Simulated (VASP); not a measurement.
Input of a VASP 6.6.1 run:

INCAR

```
SYSTEM = P
ALGO = Normal ; EDIFF = 1E-7
ENCUT = 520 ; GGA = PS
ISIF = 2 ; ISMEAR = 0
IVDW = 12 ; LASPH = .TRUE.
LCHARG = .FALSE. ; LREAL = .FALSE.
LWAVE = .FALSE. ; NBANDS = 8
NELM = 60 ; PREC = Accurate
SIGMA = 0.15
```

The input KPOINTS:

```
k-points
0
G
  24 24 24
  0 0 0
```

Contents of POSCAR:

```
P
1.0
    2.3904808287      0.0671725113      0.0000000000
    0.0671725113      2.3904808287      0.0000000000
    0.0000000000      0.0000000000      2.3906484192
P
1
Direct
    0.0000000000      0.0000000000      0.0000000000
```

Potentials or basis: VASP PAW PBE potentials, release 64 (P).

Launch:

```console
$ cat potpaw_PBE.64/P/POTCAR > POTCAR
$ mpirun -np 1 vasp_std > vasp.out
```

(1) What does it give for the pressure?

(2) What does it give for the dispersion energy per atom?

Answers

(1) 0.2 GPa.

(2) -0.415 eV.

Caveat: the cell differs from its parent crystal (strain +0.0562 x Voigt [0, 0, 0, 0, 0, 1]); the PAW data sets were made with another functional, which shifts forces and pressure a little; pairwise dispersion overbinds metals, which lowers pressure and volume.
